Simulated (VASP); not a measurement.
A run of VASP 6.6.1 is set up as follows.

INCAR

```
ALGO = Normal
EDIFF = 1E-6
ENCUT = 910
GGA = PE
GGA_COMPAT = F
ISIF = 2
ISMEAR = -1
LASPH = T
LCHARG = F
LREAL = F
LWAVE = F
NBANDS = 28
NELM = 120
PREC = Accurate
SIGMA = 0.02
```

KPOINTS

```
k-points
0
Gamma
  6 6 6
```

The input POSCAR:

```
BaTiO3
1.0
    3.8782201961      0.0000000000      0.0000000000
    0.0000000000      3.8782201961      0.0000000000
    0.0000000000      0.0000000000      4.0147687457
Ba Ti O
1 1 3
Direct
    0.0000000000      0.0000000000      0.0012632189
    0.5000000000      0.5000000000      0.4865967829
    0.5000000000      0.5000000000      0.0232325493
    0.5000000000      0.0000000000      0.5159537245
    0.0000000000      0.5000000000      0.5159537245
```

Potentials or basis: VASP PAW PBE potentials, release 64 (Ba_sv, Ti_sv, O_h).

Launch:

```bash
$ cat potpaw_PBE.64/Ba_sv/POTCAR potpaw_PBE.64/Ti_sv/POTCAR potpaw_PBE.64/O_h/POTCAR > POTCAR
$ mpirun -np 1 vasp_std > vasp.out
```

Q: Estimate the pressure.

A: 17.4 GPa.

Q: Estimate the band gap on the k mesh.

A: 1.90 eV, indirect (least direct gap 2.24 eV).

Stress tensor (GPa, compression positive):
```
19.16  0.00  0.00
 0.00 19.16  0.00
 0.00  0.00 13.85
```

Caveat: the cell differs from its parent crystal (strain -2.4%); the cutoff is under 1.25 times the usual one of these potentials, so pressure, stress and relaxed cells hold a basis-set (Pulay) error; spin-orbit coupling is left out, which moves the levels of the heavy elements. A k mesh can miss the band edges.
